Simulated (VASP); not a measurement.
# Rh (R-3m) in VASP: notebook, part 2 of 2

VASP 6.6.1. Earlier steps stand in the parts before.

## Step 4: Electric field gradients, PBE (shortest bond scaled by 1.1)

INCAR reads:

```
SYSTEM = Rh
PREC     = Accurate       ! precision mode
ENCUT    = 460            ! plane-wave cutoff, eV
EDIFF    = 1E-8           ! SCF threshold, eV
ISMEAR   = -1             ! smearing method
SIGMA    = 0.05           ! smearing width, eV
LREAL    = .False.        ! projectors in reciprocal space
LASPH    = .True.         ! aspherical terms in the spheres
NELM     = 120            ! most SCF steps
ALGO     = Normal         ! electronic algorithm
ISIF     = 2              ! what is computed and relaxed
LWAVE    = .False.        ! write WAVECAR
LCHARG   = .False.        ! write CHGCAR
GGA      = PE             ! functional
LEFG     = .True.       
NBANDS   = 24             ! bands
GGA_COMPAT= .False.
```

KPOINTS reads:

```
Automatic mesh
0
Gamma
  10 10 10
  0 0 0
```

POSCAR reads:

```
Rh
1.0
    0.0000000000      2.5993341490      2.5993341490
    2.5993341490      0.0000000000      2.5993341490
    2.5993341490      2.5993341490      0.0000000000
Rh
2
Direct
   -0.0875000000     -0.1375000000     -0.1375000000
    0.0875000000      0.1375000000      0.1375000000
```

Potentials or basis: VASP PAW PBE potentials, release 64 (Rh_sv_GW).

Started as:

```bash
> cat potpaw_PBE.64/Rh_sv_GW/POTCAR > POTCAR
> mpirun -np 1 vasp_std > vasp.out
```

OUTCAR:

```text
SYSTEM = Rh
   PREC = Accurate
   ENCUT = 460
   EDIFF = 1E-8
   ISMEAR = -1
   LREAL = .False.
   LASPH = .True.
   NELM = 120
   ISIF = 2
   GGA = PE

 ion  position               nearest neighbor table
   1  0.913  0.862  0.862-   2 2.19   2 2.19   2 2.19   2 2.48
   2  0.087  0.138  0.138-   1 2.19   1 2.19   1 2.19   1 2.48

  LATTYP: Found a face centered cubic cell.
 ALAT       =     5.1986682980

  Lattice vectors:

 A1 = (   0.0000000000,   2.5993341490,   2.5993341490)
 A2 = (   2.5993341490,   0.0000000000,   2.5993341490)
 A3 = (   2.5993341490,   2.5993341490,   0.0000000000)

Analysis of symmetry for initial positions (statically):
=====================================================================
 Subroutine PRICEL returns:
 Original cell was already a primitive cell.

 Routine SETGRP: Setting up the symmetry group for a
 face centered cubic supercell.

 Subroutine GETGRP returns: Found 12 space group operations
 (whereof  4 operations were pure point group operations)
 out of a pool of 48 trial point group operations.

The static configuration has the point symmetry C_2h.
 The point group associated with its full space group is D_3d.

Analysis of symmetry for dynamics (positions and initial velocities):
=====================================================================
 Subroutine PRICEL returns:
 Original cell was already a primitive cell.

 Routine SETGRP: Setting up the symmetry group for a
 face centered cubic supercell.

 Subroutine GETGRP returns: Found 12 space group operations
 (whereof  4 operations were pure point group operations)
 out of a pool of 48 trial point group operations.

The dynamic configuration has the point symmetry C_2h.
[... 150 lines left out ...]
 val. band max:        8.0322097743   @ k =   0.5000   0.3000   0.0000
 cond. band min:       8.0659230997   @ k =   0.3000   0.2000  -0.2000
 fundamental gap:      0.0337133255
 Fermi energy:         8.0425151293

 k-point     1 :       0.0000    0.0000    0.0000
  band No.  band energies     occupation
      1     -71.7752      2.00000
      2     -71.1129      2.00000
      3     -40.2445      2.00000
      4     -40.2445      2.00000
      5     -39.2889      2.00000
      6     -39.0866      2.00000
[... 637 lines left out ...]
     23      18.6008      0.00000
     24      23.3171      0.00000

 [... further k-points ...]
[... 5 lines left out ...]
  --------------------------------------------------------------------------------------
  -------------------------------------------------------------------------------------
  Total        8.2206956      8.2206956      8.2206956      3.4450700     -3.4450700      3.4450700
  in kB      374.9754355    374.9754355    374.9754355    157.1420073   -157.1420073    157.1420073
  external PRESSURE =     374.9754355 kB  Pullay stress =       0.0000000 kB

 VOLUME and BASIS-vectors are now :
 -----------------------------------------------------------------------------
  energy-cutoff  :      460.00
  volume of cell :       35.12
      direct lattice vectors                 reciprocal lattice vectors
     0.000000000  2.599334149  2.599334149    -0.192356954  0.192356954  0.192356954
     2.599334149  0.000000000  2.599334149     0.192356954 -0.192356954  0.192356954
     2.599334149  2.599334149  0.000000000     0.192356954  0.192356954 -0.192356954

 POSITION                                       TOTAL-FORCE (eV/Angst)
 -----------------------------------------------------------------------------------
      4.48385      4.61382      4.61382         2.294144     -2.294144     -2.294144
      0.71482      0.58485      0.58485        -2.294144      2.294144      2.294144
 -----------------------------------------------------------------------------------
    total drift:                               -0.000000      0.000000     -0.000000

  FREE ENERGIE OF THE ION-ELECTRON SYSTEM (eV)
  ---------------------------------------------------
  free  energy   TOTEN  =        -9.5091881367 eV

  energy  without entropy=       -9.4874276466  energy(sigma->0) =       -9.49830789

 Electric field gradients (V/A^2)
---------------------------------------------------------------------
 ion       V_xx      V_yy      V_zz      V_xy      V_xz      V_yz
---------------------------------------------------------------------
   1      -0.000     0.000     0.000    19.737    19.737   -19.742
   2      -0.000     0.000     0.000    19.737    19.737   -19.742
---------------------------------------------------------------------

 Electric field gradients after diagonalization (V/A^2)
 (convention: |V_zz| > |V_xx| > |V_yy|)
----------------------------------------------------------------------
 ion       V_xx      V_yy      V_zz     asymmetry (V_yy - V_xx)/ V_zz
----------------------------------------------------------------------
   1      19.742    19.736   -39.478       0.000
   2      19.742    19.736   -39.478       0.000
----------------------------------------------------------------------

           NMR quadrupolar parameters

 Cq : quadrupolar parameter    Cq=e*Q*V_zz/h
 eta: asymmetry parameters     (V_yy - V_xx)/ V_zz
 Q  : nuclear electric quadrupole moment in mb (millibarn)
----------------------------------------------------------------------
 ion       Cq(MHz)       eta       Q (mb)
----------------------------------------------------------------------
   1      -0.095       0.000       1.000
   2      -0.095       0.000       1.000
----------------------------------------------------------------------
```

stdout:

```text
POSCAR found type information on POSCAR Rh
 POSCAR found :  1 types and       2 ions
 scaLAPACK will be used
 LDA part: xc-table for (Slater+PW92), standard interpolation
 POSCAR, INCAR and KPOINTS ok, starting setup
 FFT: planning ... GRIDC
 FFT: planning ... GRID_SOFT
 FFT: planning ... GRID
 WAVECAR not read
 entering main loop
ion   1

ion   2
```

Run time: 51 s. Hardware: 1 thread of Intel Xeon 6975P-C (Granite Rapids), shared host; peak memory 0.22 GiB.

What came out:

```
Free energy                             : -9.5092 eV
Pressure                                : 37.5 GPa
Largest force                           : 3.974 eV/Å
Band gap on the k mesh                  : zero (bands 17 and 18 overlap by 1.39 eV)
Largest electric field gradient by atom : Rh -39.5 V/Å²
```

Forces in eV/Å, atoms in the order of the input:
```
Rh   2.294 -2.294 -2.294
Rh  -2.294  2.294  2.294
```

Levels at points of the mesh, in eV from the Fermi level:
```csv
k point,band 14,band 15,band 16,band 17,band 18,band 19,band 20,band 21
"(0.00, 0.00, 0.00)",-4.64,-2.28,-2.28,-1.17,0.34,0.34,12.40,12.92
"(0.50, 0.00, 0.00)",-3.74,-1.29,-1.05,-1.05,-0.96,-0.96,1.55,10.55
"(0.00, 0.50, 0.00)",-4.08,-1.83,-1.16,-0.68,0.29,0.45,2.48,9.87
"(0.50, 0.50, 0.00)",-3.01,-2.24,-1.79,0.39,0.45,2.14,2.83,5.04
```

Electric field gradients, principal values (V/Å²):
| atom | least | middle | greatest (by size) |
| --- | --- | --- | --- |
| 1 Rh | 19.736 | 19.742 | -39.478 |
| 2 Rh | 19.736 | 19.742 | -39.478 |

Caveat: the cell differs from its parent crystal (shortest bond scaled by 1.1); the cell stands under pressure; without QUAD_EFG the Cq values of the log hold for a quadrupole moment of 1 mb, not for the nuclei; forces of over 1 eV/Å act on the atoms, so gaps and moduli don't describe the material at rest.

## Step 5: Overview

```tsv
cell	gap on the mesh (eV)	pressure (GPa)	largest force (eV/Å)
as given, shortest bond scaled by 0.58	none	486.2	239.99
as given, shortest bond scaled by 0.88	none	43.7	8.63
as given, shortest bond scaled by 1.1	none	37.5	3.97
```

Some of these runs hold the atoms at other places in the same cell, which the table doesn't show; runs alike in all that it shows share one row.

Alike in all rows: task electric field gradients; level PBE; potentials or basis VASP PAW PBE potentials, release 64 (Rh_sv_GW); no spin polarisation; k mesh 10 × 10 × 10; cutoff (eV) 460; smearing fermi-dirac 0.05 eV.

Caveats: the cell stands under pressure; forces of over 1 eV/Å act on the atoms, so gaps and moduli don't describe the material at rest; atoms lie so close that the PAW spheres overlap strongly, which falsifies energies and pressures (at least some runs).

Absolute energies hang on the potentials; compare differences alone.

The gap in the log of VASP goes by the Fermi energy; the results here count the filled bands.